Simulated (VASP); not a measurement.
# Mg2ZnO3 (P-3m1) in VASP: further runs

Runs on Mg2ZnO3. Level: PBEsol. Tasks: single point, relaxation of cell and atoms.

Program: VASP 6.6.1. These are calculated values, not measurements. Logs are shortened: lines on timing, memory, paths and dates and some standing lists are left out, and cuts for length are marked.

## (1) The cell of the first run

It takes space group P-3m1 (No. 164, trigonal). Conventional cell: a = 2.997 Å, b = 2.997 Å, c = 7.308 Å, α = 90.00°, β = 90.00°, γ = 120.00°. Within 2.8 Å of Mg (site symmetry 3m) lie 6 O at 2.10 to 2.11 Å. Within 2.8 Å of Zn (site symmetry -3m) lie 6 O at 2.13 Å. Within 2.8 Å of O (site symmetry 3m) lie 3 Mg at 2.10 Å and 3 Zn at 2.13 Å. Within 2.8 Å of O (site symmetry -3m) lie 6 Mg at 2.11 Å.

## (2) Single point, PBEsol

File INCAR:

```
PREC = Accurate
ENCUT = 520
EDIFF = 1E-6
ISMEAR = 1
SIGMA = 0.02
LREAL = False
LASPH = True
NELM = 60
ALGO = Normal
ISIF = 2
LWAVE = False
LCHARG = True
GGA = PS
LELF = True
LVHAR = True
NBANDS = 26
```

File KPOINTS:

```
Automatic mesh
0
Gamma
  9 9 4
```

File POSCAR:

```
Mg2ZnO3
1.0
    2.9965909413     -0.0000002852      0.0000000000
   -1.4982952236      2.5951240225      0.0000000000
    0.0000000000      0.0000000000      7.3077625075
Mg Zn O
2 1 3
Direct
    0.3333333333      0.6666666667      0.6664056129
    0.6666666667      0.3333333333      0.3335943871
    0.0000000000      0.0000000000      0.0000000000
    0.3333333333      0.6666666667      0.1711016102
    0.6666666667      0.3333333333      0.8288983898
    0.0000000000      0.0000000000      0.5000000000
```

Potentials or basis: VASP PAW PBE potentials, release 64 (Mg, Zn, O).

Run with:

```bash
$ cat potpaw_PBE.64/Mg/POTCAR potpaw_PBE.64/Zn/POTCAR potpaw_PBE.64/O/POTCAR > POTCAR
$ mpirun -np 1 vasp_std > vasp.out
```

OUTCAR:

```text
PREC = Accurate
   ENCUT = 520
   EDIFF = 1E-6
   ISMEAR = 1
   LREAL = False
   LASPH = True
   NELM = 60
   ISIF = 2
   GGA = PS

 ion  position               nearest neighbor table
   1  0.333  0.667  0.666-   5 2.10   5 2.10   5 2.10   6 2.11   6 2.11   6 2.11   2 2.98   2 2.98
                             2 2.98   3 2.99   3 2.99   3 2.99
   2  0.667  0.333  0.334-   4 2.10   4 2.10   4 2.10   6 2.11   6 2.11   6 2.11   1 2.98   1 2.98
                             1 2.98   3 2.99   3 2.99   3 2.99
   3  0.000  0.000  0.000-   4 2.13   5 2.13   4 2.13   5 2.13   5 2.13   4 2.13   1 2.99   2 2.99
                             1 2.99   2 2.99   1 2.99   2 2.99
   4  0.333  0.667  0.171-   2 2.10   2 2.10   2 2.10   3 2.13   3 2.13   3 2.13
   5  0.667  0.333  0.829-   1 2.10   1 2.10   1 2.10   3 2.13   3 2.13   3 2.13
   6  0.000  0.000  0.500-   1 2.11   2 2.11   1 2.11   2 2.11   2 2.11   1 2.11

  LATTYP: Found a hexagonal cell.
 ALAT       =     2.9965909413
 C/A-ratio  =     2.4386920506

  Lattice vectors:

 A1 = (   2.9965909413,  -0.0000002852,   0.0000000000)
 A2 = (  -1.4982952236,   2.5951240225,   0.0000000000)
 A3 = (   0.0000000000,   0.0000000000,   7.3077625075)

Analysis of symmetry for initial positions (statically):
=====================================================================
 Subroutine PRICEL returns:
 Original cell was already a primitive cell.

 Routine SETGRP: Setting up the symmetry group for a
 hexagonal supercell.

 Subroutine GETGRP returns: Found 12 space group operations
 (whereof 12 operations were pure point group operations)
 out of a pool of 24 trial point group operations.

The static configuration has the point symmetry D_3d.

Analysis of symmetry for dynamics (positions and initial velocities):
=====================================================================
 Subroutine PRICEL returns:
 Original cell was already a primitive cell.

 Routine SETGRP: Setting up the symmetry group for a
 hexagonal supercell.

 Subroutine GETGRP returns: Found 12 space group operations
 (whereof 12 operations were pure point group operations)
 out of a pool of 24 trial point group operations.

The dynamic configuration has the point symmetry D_3d.

 Subroutine INISYM returns: Found 12 space group operations
 (whereof 12 operations are pure point group operations),
 and found     1 'primitive' translations

----------------------------------------------------------------------------------------

                                     Primitive cell

[... 104 lines left out ...]
   ISIF   =      2    stress and relaxation
   ISYM   =      2    0-nonsym 1-usesym 2-fastsym
   POTIM  = 0.5000    time-step for ionic-motion
   TEBEG  =    0.0;   TEEND  =   0.0 temperature during run
   PSTRESS=    0.0 pullay stress
   NELECT =      34.0000    total number of electrons
   NUPDOWN=      -1.0000    fix difference up-down
   EMIN   =  10.00;   EMAX   =-10.00  energy-range for DOS
   EFERMI =   0.00;   METHOD = LEGACY
   ISMEAR =     1;   SIGMA  =   0.02  broadening in eV -4-tet -1-fermi 0-gaus
   EFERMI_NEDOS =   21; number of points for ismear=-14 and -15
   IALGO  =     38    algorithm
   IMIX   =      4    mixing-type and parameters
     AMIX     =   0.40;   BMIX     =  1.00
     AMIX_MAG =   1.60;   BMIX_MAG =  1.00
  volume/ion in A,a.u.               =       9.47        63.92
  Fermi-wavevector in a.u.,A,eV,Ry     =   1.379466  2.606814 25.890903  1.902928
  Thomas-Fermi vector in A             =   2.504433
   LORBIT       =      0    0 simple, 1 ext, 2 COOP (PROOUT), +10 PAW based schemes
   GGA     = PS    functional components
   LHFCALC =     F    Hartree Fock is set to
   AEXX    =    0.0000 exact exchange contribution
   IVDW    =     0    specifies the selected vdW correction
   LEPSILON=     F    determine dielectric tensor
   LRPA    =     F    only Hartree local field effects (RPA)
 non-spin polarized calculation
 Methfessel and Paxton  Order N= 1 SIGMA  =   0.02
  energy-cutoff  :      520.00
  volume of cell :       56.83
 maximum number of plane-waves:      1563
 NGX is ok and might be reduce to    24
   NGX = 11   NGY = 11   NGZ = 27

 number of electron      34.0000010 magnetization

 Free energy of the ion-electron system (eV)
  ---------------------------------------------------
  ext. energy  EPLUGINS =         0.00000000
  ---------------------------------------------------
  free energy    TOTEN  =       -34.52355141 eV

  energy without entropy =      -34.52355905  energy(sigma->0) =      -34.52355396

 E-fermi :   3.0338     XC(G=0): -11.7433

 val. band max:        3.0170394492   @ k =   0.0000   0.0000   0.5000
 cond. band min:       6.0594359888   @ k =   0.0000   0.0000   0.0000
 fundamental gap:      3.0423965395
 Fermi energy:         3.0337898748

 k-point     1 :       0.0000    0.0000    0.0000
  band No.  band energies     occupation
      1     -14.7842      2.00000
      2     -13.8797      2.00000
      3     -13.6577      2.00000
      4      -2.6955      2.00000
      5      -1.7570      2.00000
      6      -1.7570      2.00000
[... 685 lines left out ...]
     25      16.2078      0.00000
     26      17.5099      0.00000

 [... further k-points ...]

------------------------ aborting loop because EDIFF is reached ----------------------------------------

  FORCE on cell =-STRESS in cart. coord.  units (eV):
  Direction    XX          YY          ZZ          XY          YZ          ZX
  --------------------------------------------------------------------------------------
  -------------------------------------------------------------------------------------
  Total        0.0330705      0.0330705      0.0010116      0.0000000      0.0000000      0.0000000
  in kB        0.9323561      0.9323561      0.0285201      0.0000000      0.0000000      0.0000000
  external PRESSURE =       0.6310774 kB  Pullay stress =       0.0000000 kB

 VOLUME and BASIS-vectors are now :
 -----------------------------------------------------------------------------
  energy-cutoff  :      520.00
  volume of cell :       56.83
      direct lattice vectors                 reciprocal lattice vectors
     2.996590941 -0.000000285  0.000000000     0.333712567  0.192668998  0.000000000
    -1.498295224  2.595124022  0.000000000     0.000000037  0.385338059  0.000000000
     0.000000000  0.000000000  7.307762507     0.000000000  0.000000000  0.136840791

 POSITION                                       TOTAL-FORCE (eV/Angst)
 -----------------------------------------------------------------------------------
      0.00000      1.73008      4.86993        -0.000000     -0.000000     -0.012478
      1.49830      0.86504      2.43783        -0.000000      0.000000      0.012478
      0.00000      0.00000      0.00000        -0.000000      0.000000      0.000000
      0.00000      1.73008      1.25037         0.000000     -0.000000      0.080999
      1.49830      0.86504      6.05739         0.000000      0.000000     -0.080999
      0.00000      0.00000      3.65388        -0.000000      0.000000      0.000000
 -----------------------------------------------------------------------------------
    total drift:                               -0.000000      0.000000      0.000000

  FREE ENERGIE OF THE ION-ELECTRON SYSTEM (eV)
  ---------------------------------------------------
  free  energy   TOTEN  =       -34.5235514120 eV

  energy  without entropy=      -34.5235590540  energy(sigma->0) =      -34.52355396
```

stdout:

```text
POSCAR found type information on POSCAR MgZnO
 POSCAR found :  3 types and       6 ions
 scaLAPACK will be used
 -----------------------------------------------------------------------------
|                                                                             |
|                                                                             |
|     You enforced a specific xc type in the INCAR file but a different       |
|     I HOPE YOU KNOW WHAT YOU ARE DOING!                                     |
|                                                                             |
 -----------------------------------------------------------------------------

 LDA part: xc-table for (Slater+PW92), standard interpolation
 POSCAR, INCAR and KPOINTS ok, starting setup
 FFT: planning ... GRIDC
 FFT: planning ... GRID_SOFT
 FFT: planning ... GRID
 WAVECAR not read
 entering main loop
```

Run time: 38 s. Hardware: 1 thread of Intel Xeon Platinum 8488C (Sapphire Rapids), shared host; peak memory 0.22 GiB.

What came out:

```
Free energy            : -34.5236 eV
Pressure               : 0.1 GPa
Largest force          : 0.081 eV/Å
Band gap on the k mesh : 3.04 eV (least direct gap 3.13 eV)
```

Forces on the atoms (eV/Å):
```
Mg   0.000  0.000 -0.012
Mg   0.000  0.000  0.012
Zn   0.000  0.000  0.000
O    0.000  0.000  0.081
O    0.000  0.000 -0.081
O    0.000  0.000  0.000
```

Levels at points of the mesh, in eV from the valence-band top:
```csv
k point,band 15,band 16,band 17,band 18,band 19,band 20
"(0.00, 0.00, 0.00)",-0.53,-0.08,-0.08,3.04,6.35,6.70
"(0.00, 0.00, 0.50)",-0.79,0.00,0.00,4.16,5.32,6.84
```

Caveat: the PAW data sets were made with another functional, which shifts forces and pressure a little.

## (3) Relaxation of cell and atoms, PBEsol

This run uses another cell than the first one, of 9.83 Å³/atom.

File INCAR:

```
PREC = Accurate
ENCUT = 600
EDIFF = 1E-6
ISMEAR = 1
SIGMA = 0.02
LREAL = False
LASPH = True
NELM = 100
ALGO = Normal
ISIF = 3
LWAVE = False
LCHARG = False
GGA = PS
IBRION = 2
NSW = 80
EDIFFG = -0.01
```

KPOINTS is that of step 2.

File POSCAR:

```
Mg2ZnO3
1.0
    3.0329990000      0.0000000000      0.0000000000
   -1.5164990000      2.6266540000      0.0000000000
    0.0000000000      0.0000000000      7.4033160000
Mg Zn O
2 1 3
Direct
    0.3333333333      0.6666666667      0.6658000000
    0.6666666667      0.3333333333      0.3342000000
    0.0000000000      0.0000000000      0.0000000000
    0.3333333333      0.6666666667      0.1726190000
    0.6666666667      0.3333333333      0.8273810000
    0.0000000000      0.0000000000      0.5000000000
```

Potentials or basis: VASP PAW PBE potentials, release 64 (Mg, Zn, O).

Run with:

```bash
$ cat potpaw_PBE.64/Mg/POTCAR potpaw_PBE.64/Zn/POTCAR potpaw_PBE.64/O/POTCAR > POTCAR
$ mpirun -np 1 vasp_std > vasp.out
```

OUTCAR:

```text
PREC = Accurate
   ENCUT = 600
   EDIFF = 1E-6
   ISMEAR = 1
   LREAL = False
   LASPH = True
   NELM = 100
   ISIF = 3
   GGA = PS
   IBRION = 2
   NSW = 80
   EDIFFG = -0.01

 ion  position               nearest neighbor table
   1  0.333  0.667  0.666-   5 2.12   5 2.12   5 2.12   6 2.14   6 2.14   6 2.14   2 3.02   2 3.02
                             2 3.02   3 3.03   3 3.03   3 3.03
   2  0.667  0.333  0.334-   4 2.12   4 2.12   4 2.12   6 2.14   6 2.14   6 2.14   1 3.02   1 3.02
                             1 3.02   3 3.03   3 3.03   3 3.03
   3  0.000  0.000  0.000-   4 2.17   5 2.17   4 2.17   5 2.17   5 2.17   4 2.17   1 3.03   2 3.03
                             1 3.03   2 3.03   1 3.03   2 3.03
   4  0.333  0.667  0.173-   2 2.12   2 2.12   2 2.12   3 2.17   3 2.17   3 2.17
   5  0.667  0.333  0.827-   1 2.12   1 2.12   1 2.12   3 2.17   3 2.17   3 2.17
   6  0.000  0.000  0.500-   1 2.14   2 2.14   1 2.14   2 2.14   2 2.14   1 2.14

  LATTYP: Found a hexagonal cell.
 ALAT       =     3.0329990000
 C/A-ratio  =     2.4409226643

  Lattice vectors:

 A1 = (   3.0329990000,   0.0000000000,   0.0000000000)
 A2 = (  -1.5164990000,   2.6266540000,   0.0000000000)
 A3 = (   0.0000000000,   0.0000000000,   7.4033160000)

Analysis of symmetry for initial positions (statically):
=====================================================================
 Subroutine PRICEL returns:
 Original cell was already a primitive cell.

 Routine SETGRP: Setting up the symmetry group for a
 hexagonal supercell.

 Subroutine GETGRP returns: Found 12 space group operations
 (whereof 12 operations were pure point group operations)
 out of a pool of 24 trial point group operations.

The static configuration has the point symmetry D_3d.

Analysis of symmetry for dynamics (positions and initial velocities):
=====================================================================
 Subroutine PRICEL returns:
 Original cell was already a primitive cell.

 Routine SETGRP: Setting up the symmetry group for a
 hexagonal supercell.
[... 141 lines left out ...]
   IVDW    =     0    specifies the selected vdW correction
   LEPSILON=     F    determine dielectric tensor
   LRPA    =     F    only Hartree local field effects (RPA)
 conjugate gradient relaxation of ions
 non-spin polarized calculation
 Methfessel and Paxton  Order N= 1 SIGMA  =   0.02
  energy-cutoff  :      600.00
  volume of cell :       58.98
 maximum number of plane-waves:      2004
   NGX = 13   NGY = 13   NGZ = 29

--------------------------------------- Ionic step        1  -------------------------------------------

 number of electron      34.0000025 magnetization

 Free energy of the ion-electron system (eV)
  ---------------------------------------------------
  ext. energy  EPLUGINS =         0.00000000
  ---------------------------------------------------
  free energy    TOTEN  =       -34.49304621 eV

  energy without entropy =      -34.49305377  energy(sigma->0) =      -34.49304873

------------------------ aborting loop because EDIFF is reached ----------------------------------------

  FORCE on cell =-STRESS in cart. coord.  units (eV):
  Direction    XX          YY          ZZ          XY          YZ          ZX
  --------------------------------------------------------------------------------------
  -------------------------------------------------------------------------------------
  Total       -2.2111235     -2.2111232     -2.2508532     -0.0000004     -0.0000000     -0.0000000
  in kB      -60.0650944    -60.0650860    -61.1443488     -0.0000114     -0.0000000     -0.0000000
  external PRESSURE =     -60.4248431 kB  Pullay stress =       0.0000000 kB
[... 187 lines left out ...]
--------------------------------------- Ionic step        6  -------------------------------------------

 number of electron      33.9999996 magnetization

 Free energy of the ion-electron system (eV)
  ---------------------------------------------------
  ext. energy  EPLUGINS =         0.00000000
  ---------------------------------------------------
  free energy    TOTEN  =       -34.53701735 eV

  energy without entropy =      -34.53701735  energy(sigma->0) =      -34.53701735

 E-fermi :   3.1043     XC(G=0): -11.7498

 val. band max:        3.0097052593   @ k =   0.0000   0.0000   0.5000
 cond. band min:       6.0606553233   @ k =   0.0000   0.0000   0.0000
 fundamental gap:      3.0509500639
 Fermi energy:         3.1042794308

 k-point     1 :       0.0000    0.0000    0.0000
  band No.  band energies     occupation
      1     -14.7802      2.00000
      2     -13.8829      2.00000
      3     -13.6512      2.00000
      4      -2.6994      2.00000
      5      -1.7585      2.00000
      6      -1.7585      2.00000
[... 565 lines left out ...]
     20      12.1589      0.00000
     21      13.3663      0.00000

 [... further k-points ...]

------------------------ aborting loop because EDIFF is reached ----------------------------------------

  FORCE on cell =-STRESS in cart. coord.  units (eV):
  Direction    XX          YY          ZZ          XY          YZ          ZX
  --------------------------------------------------------------------------------------
  -------------------------------------------------------------------------------------
  Total       -0.0214868     -0.0214868     -0.0413758     -0.0000000     -0.0000000      0.0000000
  in kB       -0.6065203     -0.6065202     -1.1679400     -0.0000001     -0.0000000      0.0000000
  external PRESSURE =      -0.7936602 kB  Pullay stress =       0.0000000 kB
[... 21 lines left out ...]
  FREE ENERGIE OF THE ION-ELECTRON SYSTEM (eV)
  ---------------------------------------------------
  free  energy   TOTEN  =       -34.5370173499 eV

  energy  without entropy=      -34.5370173499  energy(sigma->0) =      -34.53701735

 reached required accuracy - stopping structural energy minimisation
```

OSZICAR:

```text
N       E                     dE             d eps       ncg     rms          rms(c)
DAV:   1     0.308472886477E+03    0.30847E+03   -0.18830E+04  1806   0.207E+03
DAV:   2    -0.517067345913E+01   -0.31364E+03   -0.29778E+03  2108   0.450E+02
DAV:   3    -0.380677837956E+02   -0.32897E+02   -0.32460E+02  2096   0.147E+02
DAV:   4    -0.388303084664E+02   -0.76252E+00   -0.76081E+00  2156   0.235E+01
[... 45 lines left out ...]
DAV:   5    -0.345370143831E+02    0.48369E-06   -0.15947E-06  1203   0.117E-02
   5 F= -.34537014E+02 E0= -.34537014E+02  d E =-.562828E-04
       N       E                     dE             d eps       ncg     rms          rms(c)
DAV:   1    -0.345370282762E+02   -0.13409E-04   -0.33332E-04  2185   0.286E-01    0.253E-02
DAV:   2    -0.345370183435E+02    0.99327E-05   -0.51921E-05  2303   0.139E-01    0.812E-03
DAV:   3    -0.345370173499E+02    0.99363E-06   -0.13406E-06  1208   0.280E-02
   6 F= -.34537017E+02 E0= -.34537017E+02  d E =-.592497E-04
```

CONTCAR:

```text
Mg2ZnO3
   1.00000000000000
     2.9951349037737049   -0.0000000072188736    0.0000000000000000
    -1.4975669643806024    2.5938627412714452   -0.0000000000000000
     0.0000000000000000   -0.0000000000000000    7.3058874762008301
  Mg              Zn              O
     2     1     3
Direct
     0.3333333332999970    0.6666666667000030    0.6660001597221260
     0.6666666667000030    0.3333333332999970    0.3339998402778739
     0.0000000000000000    0.0000000000000000    0.0000000000000000
     0.3333333332999970    0.6666666667000030    0.1720638175676710
     0.6666666667000030    0.3333333332999970    0.8279361824323290
     0.0000000000000000    0.0000000000000000    0.5000000000000000

  0.00000000E+00  0.00000000E+00  0.00000000E+00
  0.00000000E+00  0.00000000E+00  0.00000000E+00
  0.00000000E+00  0.00000000E+00  0.00000000E+00
  0.00000000E+00  0.00000000E+00  0.00000000E+00
  0.00000000E+00  0.00000000E+00  0.00000000E+00
  0.00000000E+00  0.00000000E+00  0.00000000E+00
```

Run time: 2 min. Hardware: 1 thread of Intel Xeon Platinum 8488C (Sapphire Rapids), shared host; peak memory 0.23 GiB.

Results:

```
Free energy                           : -34.5370 eV
Relaxed volume                        : 9.46 Å³/atom
Relaxed cell                          : a = 2.995 Å, b = 2.995 Å, c = 7.306 Å, α = 90.00°, β = 90.00°, γ = 120.00°
Space group after relaxing (to 0.1 Å) : P-3m1 (No. 164)
Energy gained by relaxing             : 7.3 meV/atom
Ionic steps                           : 6
Pressure after relaxing               : -0.1 GPa
Largest force after relaxing          : 0.008 eV/Å
Band gap on the k mesh                : 3.05 eV (least direct gap 3.14 eV)
```

Forces on the atoms (eV/Å):
```
Mg   0.000  0.000  0.000
Mg   0.000  0.000  0.000
Zn   0.000  0.000  0.000
O    0.000  0.000 -0.008
O    0.000  0.000  0.008
O    0.000  0.000  0.000
```

Step by step:
| step | energy change (eV) | largest force (eV/Å) | pressure (GPa) | volume (Å³) |
| --- | --- | --- | --- | --- |
| 1 | 0.0000 | 0.1018 | -6.04 | 58.98 |
| 2 | -0.0365 | 0.0288 | 2.71 | 55.87 |
| 3 | -0.0439 | 0.0177 | 0.00 | 56.74 |
| 4 | -0.0439 | 0.0180 | 0.11 | 56.70 |
| 5 | -0.0440 | 0.0104 | 0.01 | 56.75 |
| 6 | -0.0440 | 0.0084 | -0.08 | 56.76 |

Final structure:
```
Mg Zn O
1.0
     2.99513    0.00000    0.00000
    -1.49757    2.59386    0.00000
     0.00000    0.00000    7.30589
Mg Zn O
2 1 3
Direct
  0.33333 0.66667 0.66600
  0.66667 0.33333 0.33400
  0.00000 0.00000 0.00000
  0.33333 0.66667 0.17206
  0.66667 0.33333 0.82794
  0.00000 0.00000 0.50000
```

Caveat: the PAW data sets were made with another functional, which shifts forces and pressure a little.
